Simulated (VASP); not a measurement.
Input of a VASP 6.6.1 run:

The input POSCAR:

```
SnSe2
1.0
    3.9399038097      0.0000000000      0.0000000000
   -1.9699519049      3.4120567877      0.0000000000
    0.0000000000      0.0000000000      6.4138914363
Sn Se
1 2
Direct
    0.0000000000      0.0000000000      0.0000000000
    0.3333333333      0.6666666667      0.2408456110
    0.6666666667      0.3333333333      0.7591543890
```

The input INCAR.step1:

```
PREC = Accurate
ENCUT = 520
ISMEAR = 0
SIGMA = 0.01
LREAL = False
LASPH = True
NELM = 60
NBANDS = 20
GGA = PE
ALGO = Normal
EDIFF = 1E-4
LWAVE = True
LCHARG = False
```

INCAR.step2

```
PREC = Accurate
ENCUT = 520
EDIFF = 1E-7
ISMEAR = 0
SIGMA = 0.01
LREAL = False
LASPH = True
NELM = 60
ALGO = Normal
ISIF = 2
LWAVE = False
LCHARG = False
METAGGA = R2SCAN
LMIXTAU = True
NBANDS = 20
ISTART = 1
```

Contents of KPOINTS:

```
Automatic mesh
0
Gamma
  12 12 4
```

Potentials or basis: VASP PAW PBE potentials, release 64 (Sn_d, Se).

Command:

```bash
$ cat potpaw_PBE.64/Sn_d/POTCAR potpaw_PBE.64/Se/POTCAR > POTCAR
$ cp INCAR.step1 INCAR
$ mpirun -np 1 vasp_std > vasp.out
$ cp INCAR.step2 INCAR
$ mpirun -np 1 vasp_std > vasp.out
```

(1) What does it give for the band gap on the k mesh?

(2) Predict the pressure.

(3) What does it give for the largest force?

Answers

(1) 1.01 eV (least direct gap 1.13 eV).

(2) -2.0 GPa.

(3) 0.011 eV/Å.

Caveat: the cell differs from its parent crystal (strain +3.0%); the PAW data sets were made with another functional, which shifts forces and pressure a little; spin-orbit coupling is left out, which moves the levels of the heavy elements.
